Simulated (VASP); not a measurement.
## Mo: single point with r2SCAN

Crystal: Mo.

```
Mo
1.0
    -1.50952    1.50952    1.50952
     1.50952   -1.50952    1.50952
     1.50952    1.50952   -1.50952
Mo
1
Direct
  0.00000 0.00000 0.00000
```

```
Program                : VASP 6.6.1
Task                   : single point
Functional             : r2SCAN
Potentials or basis    : VASP PAW PBE potentials, release 64 (Mo_sv)
Cutoff                 : 520 eV
k mesh                 : 18 × 18 × 18
Occupations            : gaussian, width 0.1 eV
Spin                   : no spin polarisation
Dipole correction      : no
Further INCAR settings : ALGO = Normal; EDIFF = 1e-06; NBANDS = 13
```

```json
{"Pressure": "47.5 GPa", "Band gap on the k mesh": "zero (bands 7 and 8 overlap by 6.64 eV)"}
```

Levels at points of the mesh, in eV from the Fermi level:
| k point | band 4 | band 5 | band 6 | band 7 | band 8 | band 9 | band 10 | band 11 |
| --- | --- | --- | --- | --- | --- | --- | --- | --- |
| (0.00, 0.00, 0.00) | -35.43 | -8.05 | -1.75 | -1.75 | -1.75 | 2.07 | 2.07 | 15.59 |
| (0.50, 0.00, 0.00) | -35.46 | -6.49 | -4.32 | 2.16 | 2.18 | 2.96 | 5.87 | 12.69 |
| (0.50, 0.50, 0.50) | -36.93 | -6.83 | -6.83 | 4.89 | 4.89 | 4.89 | 10.57 | 10.57 |

Wall time 62 s on 1 thread of Intel(R) Xeon(R) 6975P-C (Granite Rapids), with other jobs on the host, peak memory 0.15 GiB.

Caveat: the cell stands under pressure; the PAW data sets were made with another functional, which shifts forces and pressure a little.
